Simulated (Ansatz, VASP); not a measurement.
**TaN: VASP beside Ansatz**

INCAR

```
  PREC = Accurate
  ENCUT = 520
  EDIFF = 1E-6
  ISMEAR = 0
  SIGMA = 0.15
  LREAL = F
  LASPH = T
  NELM = 60
  ALGO = Normal
  ISIF = 2
  LWAVE = F
  LCHARG = T
  GGA = PE
  LELF = T
  LVHAR = T
  NBANDS = 24
```

The input KPOINTS:

```
Automatic mesh
0
Gamma
  18 18 8
```

File POSCAR:

```
TaN
1.0
    3.1487756003      0.0000000000      0.0000000000
   -1.5743878002      2.7269196607      0.0000000000
    0.0000000000      0.0000000000      5.6256024876
Ta N
2 2
Direct
    0.3333333333      0.6666666667      0.0304880884
    0.6666666667      0.3333333333      0.5304880884
    0.3333333333      0.6666666667      0.3545119116
    0.6666666667      0.3333333333      0.8545119116
```

Input for Ansatz:

```yaml
crystal:
  lattice:
    - [3.1487756003, 0.0, 0.0]
    - [-1.5743878002, 2.7269196607, 0.0]
    - [0.0, 0.0, 5.6256024876]
  atoms:
    - { symbol: Ta, position: [0.3333333333, 0.6666666667, 0.0304880884] }
    - { symbol: Ta, position: [0.6666666667, 0.3333333333, 0.5304880884] }
    - { symbol: "N", position: [0.3333333333, 0.6666666667, 0.3545119116] }
    - { symbol: "N", position: [0.6666666667, 0.3333333333, 0.8545119116] }
basis:
  ecutwfc: 520.0
kpoints:
  mp_grid: { grid: [18, 18, 8] }
hamiltonian:
  xc: pbe
  pseudopotentials: { kind: paw, azcp: { folder: soft_1 } }
scf:
  occupations: { method: gaussian, width: 0.15 }
output:
  forces: true
  stress: true
  eigenvalues: true
```

Alike in both runs: task single point; functional PBE; k mesh 18 × 18 × 8; occupations gaussian, width 0.15 eV; no spin polarisation.

|  | VASP | Ansatz |
| --- | --- | --- |
| version | VASP 6.6.1 | Ansatz 0.2.0 |
| potentials or method | VASP PAW PBE potentials, release 64 (Ta_pv, N), cutoff 520 eV | scalar-relativistic, plane waves, PAW |
| valence electrons in the cell | 32 | 36 |

|  | VASP | Ansatz | Ansatz less VASP |
| --- | --- | --- | --- |
| gap on the k mesh at the Fermi level (eV) | none | none | - |
| rms of the force components (eV/Å) | 1.730 | 1.664 | -0.0663 |

Atom by atom the forces differ by 0.066 eV/Å (rms over components). A gap of «none» marks a metal or a gap that the smearing closes. The functional is the same, so the differences come from potentials, cutoffs and numerics. VASP's potentials hold 32 valence electrons a cell and Ansatz's 36, so a difference there can come from the potentials and not from the codes.

Neither program's run includes spin-orbit coupling.
